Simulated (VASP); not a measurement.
Input of a VASP 6.6.1 run:

Contents of POSCAR:

```
BaZnPF
1.0
    4.1435287257      0.0000000000      0.0000000000
    0.0000000000      4.1435287257      0.0000000000
    0.0000000000      0.0000000000      9.4858854142
Ba Zn P F
2 2 2 2
Direct
    0.2500000000      0.2500000000      0.3311917538
    0.7500000000      0.7500000000      0.6688082462
    0.2500000000      0.7500000000      0.0000000000
    0.7500000000      0.2500000000      0.0000000000
    0.7500000000      0.7500000000      0.1469058236
    0.2500000000      0.2500000000      0.8530941764
    0.2500000000      0.7500000000      0.5000000000
    0.7500000000      0.2500000000      0.5000000000
```

The input INCAR.step1:

```
SYSTEM = BaZnPF
PREC     = Accurate       ! precision mode
ENCUT    = 520            ! plane-wave cutoff, eV
ISMEAR   = -1             ! smearing method
SIGMA    = 0.0231         ! smearing width, eV
LREAL    = .False.        ! projectors in reciprocal space
LASPH    = .True.         ! aspherical terms in the spheres
NELM     = 100            ! most SCF steps
NBANDS   = 44             ! bands
GGA      = PE             ! functional
ALGO     = Normal         ! electronic algorithm
EDIFF    = 1E-4           ! SCF threshold, eV
LWAVE    = .True.         ! write WAVECAR
LCHARG   = .False.        ! write CHGCAR
```

The input INCAR.step2:

```
SYSTEM = BaZnPF
PREC     = Accurate       ! precision mode
ENCUT    = 520            ! plane-wave cutoff, eV
EDIFF    = 1E-6           ! SCF threshold, eV
ISMEAR   = -1             ! smearing method
SIGMA    = 0.0231         ! smearing width, eV
LREAL    = .False.        ! projectors in reciprocal space
LASPH    = .True.         ! aspherical terms in the spheres
NELM     = 100            ! most SCF steps
ALGO     = Normal         ! electronic algorithm
ISIF     = 2              ! what is computed and relaxed
LWAVE    = .False.        ! write WAVECAR
LCHARG   = .True.         ! write CHGCAR
METAGGA  = R2SCAN         ! meta-GGA
LMIXTAU  = .True.       
LELF     = .True.         ! ELF
LVHAR    = .True.       
NBANDS   = 44             ! bands
ISTART   = 1
```

File KPOINTS:

```
Automatic mesh
0
Gamma
  6 6 4
  0 0 0
```

Potentials or basis: VASP PAW PBE potentials, release 64 (Ba_sv, Zn, P, F).

Command:

```bash
$ cat potpaw_PBE.64/Ba_sv/POTCAR potpaw_PBE.64/Zn/POTCAR potpaw_PBE.64/P/POTCAR potpaw_PBE.64/F/POTCAR > POTCAR
$ cp INCAR.step1 INCAR
$ mpirun -np 1 vasp_std > vasp.out
$ cp INCAR.step2 INCAR
$ mpirun -np 1 vasp_std > vasp.out
```

Problem. What does it give for the largest force?

Solution. 0.133 eV/Å.

Problem. What does it give for the band gap on the k mesh?

Solution. 0.73 eV.

Problem. Predict the pressure.

Solution. 0.7 GPa.

Forces on the atoms (eV/Å):
```
Ba   0.000  0.000 -0.133
Ba   0.000  0.000  0.133
Zn   0.000  0.000  0.000
Zn   0.000  0.000  0.000
P    0.000  0.000 -0.034
P    0.000  0.000  0.034
F    0.000  0.000  0.000
F    0.000  0.000  0.000
```

Caveat: the PAW data sets were made with another functional, which shifts forces and pressure a little; spin-orbit coupling is left out, which moves the levels of the heavy elements. A k mesh can miss the band edges.
